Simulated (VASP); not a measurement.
**NbC (sol): single point with PBEsol**

Crystal: NbC (sol).

```
Nb C
1.0
     0.00000    2.25405    2.25405
     2.25405    0.00000    2.25405
     2.25405    2.25405    0.00000
Nb C
1 1
Cartesian
  0.0000 0.0000 0.0000
  2.2540 2.2540 2.2540
```

```yaml
Program: VASP 6.6.1
Task: single point
Functional: PBEsol
Potentials_or_basis: VASP PAW PBE potentials, release 64 (Nb_sv, C)
Cutoff: 600 eV
k_mesh: 8 × 8 × 8
Occupations: gaussian, width 0.1 eV
Spin: no spin polarisation
Dipole_correction: no
Further_INCAR_settings: ALGO = Normal; EDIFF = 1e-06; NBANDS = 16
```

The pressure is -12.0 GPa.

Levels at points of the mesh, in eV from the Fermi level:
| k point | band 6 | band 7 | band 8 | band 9 | band 10 | band 11 | band 12 | band 13 |
| --- | --- | --- | --- | --- | --- | --- | --- | --- |
| (0.00, 0.00, 0.00) | -1.42 | -1.42 | -1.42 | -0.31 | -0.31 | -0.31 | 0.19 | 0.19 |
| (0.50, 0.00, 0.00) | -7.57 | -5.12 | -5.12 | 1.92 | 1.92 | 3.31 | 5.53 | 8.56 |
| (0.50, 0.50, 0.00) | -4.21 | -3.98 | -1.42 | -1.42 | 1.78 | 2.98 | 2.98 | 6.10 |

Wall time 9.8 s on 1 thread of Intel(R) Xeon(R) Platinum 8488C (Sapphire Rapids) (shared host), peak memory 0.16 GiB.

Caveat: the PAW data sets were made with another functional, which shifts forces and pressure a little.
